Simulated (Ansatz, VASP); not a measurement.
Rh2C3: VASP beside Ansatz

File INCAR:

```
SYSTEM = Rh2C3
PREC = Accurate ; ENCUT = 600
EDIFF = 1E-6 ; ISMEAR = 0
SIGMA = 0.1 ; LREAL = .False.
LASPH = .True. ; NELM = 60
ALGO = Normal ; ISIF = 3
LWAVE = .False. ; LCHARG = .False.
GGA = PE ; IBRION = 2
NSW = 100 ; EDIFFG = -0.01
```

The input KPOINTS:

```
regular mesh
0
Gamma
  12 12 8
  0 0 0
```

POSCAR

```
Rh2C3
1.0
    3.1858153114      0.0000000000      0.0000000000
   -1.5929076557      2.7589969914      0.0000000000
    0.0000000000      0.0000000000      5.7087341090
Rh C
2 3
Direct
    0.3333333333      0.6666666667      0.2473999526
    0.6666666667      0.3333333333      0.7526000474
    0.0000000000      0.0000000000      0.0000000000
    0.3333333333      0.6666666667      0.6038641237
    0.6666666667      0.3333333333      0.3961358763
```

Input for Ansatz:

```yaml
crystal:
  lattice:
    - [3.1858153114, 0.0, 0.0]
    - [-1.5929076557, 2.7589969914, 0.0]
    - [0.0, 0.0, 5.708734109]
  atoms:
    - { symbol: Rh, position: [0.3333333333, 0.6666666667, 0.2473999526] }
    - { symbol: Rh, position: [0.6666666667, 0.3333333333, 0.7526000474] }
    - { symbol: C, position: [0.0, 0.0, 0.0] }
    - { symbol: C, position: [0.3333333333, 0.6666666667, 0.6038641237] }
    - { symbol: C, position: [0.6666666667, 0.3333333333, 0.3961358763] }
basis:
  ecutwfc: 420
kpoints:
  mp_grid: { grid: [12, 12, 8] }
hamiltonian:
  xc: pbe
scf:
  occupations: { method: gaussian, width: 0.1 }
output:
  forces: true
  stress: true
  eigenvalues: true
relax:
  adjacent_minimum: "off"
  f_tol: 0.01
  max_steps: 80
  cell: { stress_tol: 0.05 }
```

Alike in both runs: task relaxation of cell and atoms; functional PBE; k mesh 12 × 12 × 8; occupations gaussian, width 0.1 eV; no spin polarisation.

```csv
,VASP,Ansatz
version,VASP 6.6.1,Ansatz 0.2.0
potentials or method,"VASP PAW PBE potentials, release 64 (Rh_pv, C), cutoff 600 eV","scalar-relativistic, plane waves, PAW"
valence electrons in the cell,42,46
```

```csv
,VASP,Ansatz,Ansatz less VASP
"gap on the k mesh at the Fermi level, each at its own relaxed structure (eV)",none,none,-
relaxed volume (Å³/atom),10.05,10.05,+0.002
relaxed cell length with the largest relative difference (Å),5.710,5.706,-0.0043
```

A gap of «none» marks a metal or a gap that the smearing closes. VASP's potentials hold 42 valence electrons a cell and Ansatz's 46, so a difference there can come from the potentials and not from the codes.
